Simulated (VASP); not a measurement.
Here is a VASP 6.6.1 calculation.

The input INCAR:

```
PREC = Accurate
ENCUT = 600
EDIFF = 1E-7
ISMEAR = -1
SIGMA = 0.05
LREAL = F
LASPH = T
NELM = 60
ALGO = Normal
ISIF = 3
LWAVE = F
LCHARG = F
GGA = RE
IVDW = 13
IBRION = 2
NSW = 60
EDIFFG = -0.01
```

Contents of KPOINTS:

```
regular mesh
0
Gamma
  8 8 8
```

The input POSCAR:

```
InAs
1.0
    0.0000000000      3.0180000000      3.0180000000
    3.0180000000      0.0000000000      3.0180000000
    3.0180000000      3.0180000000      0.0000000000
In As
1 1
Direct
    0.0000000000      0.0000000000      0.0000000000
    0.7500000000      0.7500000000      0.7500000000
```

Potentials or basis: VASP PAW PBE potentials, release 64 (In_d, As).

Run with:

```console
$ cat potpaw_PBE.64/In_d/POTCAR potpaw_PBE.64/As/POTCAR > POTCAR
$ mpirun -np 1 vasp_std > vasp.out
```

Predict the dispersion energy per atom.

-0.521 eV.

What does it give for the relaxed volume?

28.46 Å³/atom.

Final structure:
```cif
data_structure
_symmetry_space_group_name_H-M 'P 1'
_symmetry_Int_Tables_number 1
_cell_length_a 4.3177
_cell_length_b 4.3177
_cell_length_c 4.3177
_cell_angle_alpha 60.000
_cell_angle_beta 60.000
_cell_angle_gamma 60.000
_cell_volume 56.92
loop_
_atom_site_label
_atom_site_type_symbol
_atom_site_fract_x
_atom_site_fract_y
_atom_site_fract_z
_atom_site_occupancy
In1 In 0.00000 0.00000 0.00000 1
As1 As 0.75000 0.75000 0.75000 1
```

Caveat: the PAW data sets were made with another functional, which shifts forces and pressure a little. Zero-point motion and thermal expansion aren't in these numbers.
